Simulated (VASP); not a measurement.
**CaO: single point with PBE**

Crystal: CaO.

```xyz
2
Lattice="0.0000 2.4036 2.4036 2.4036 0.0000 2.4036 2.4036 2.4036 0.0000" Properties=species:S:1:pos:R:3 pbc="T T T"
Ca    0.0000    0.0000    0.0000
O     2.4036    2.4036    2.4036
```

```yaml
Program: VASP 6.6.1
Task: single point
Functional: PBE
Potentials_or_basis: VASP PAW PBE potentials, release 64 (Ca_sv, O)
Cutoff: 600 eV
k_mesh: 4 × 4 × 4
Occupations: gaussian, width 0.1 eV
Spin: no spin polarisation
```

| Item | Value |
| --- | --- |
| Pressure | 2.1 GPa |
| Band gap on the k mesh | 3.63 eV (least direct gap 4.00 eV) |

Levels at points of the mesh, in eV from the valence-band top:
| k point | band 5 | band 6 | band 7 | band 8 | band 9 | band 10 | band 11 | band 12 |
| --- | --- | --- | --- | --- | --- | --- | --- | --- |
| (0.00, 0.00, 0.00) | -15.53 | 0.00 | 0.00 | 0.00 | 4.71 | 6.22 | 6.22 | 6.22 |
| (0.50, 0.00, 0.00) | -14.34 | -2.64 | -1.20 | -1.20 | 7.04 | 8.35 | 8.35 | 8.50 |
| (0.50, 0.50, 0.00) | -15.29 | -1.30 | -0.37 | -0.37 | 3.63 | 8.03 | 8.88 | 9.52 |

Wall time 6.7 s on 1 thread of Intel(R) Xeon(R) Platinum 8375C CPU @ 2.90GHz (Ice Lake), with other jobs on the host, peak memory 0.15 GiB.

Caveat: the k points lie up to 0.57 Å⁻¹ apart. A k mesh can miss the band edges.
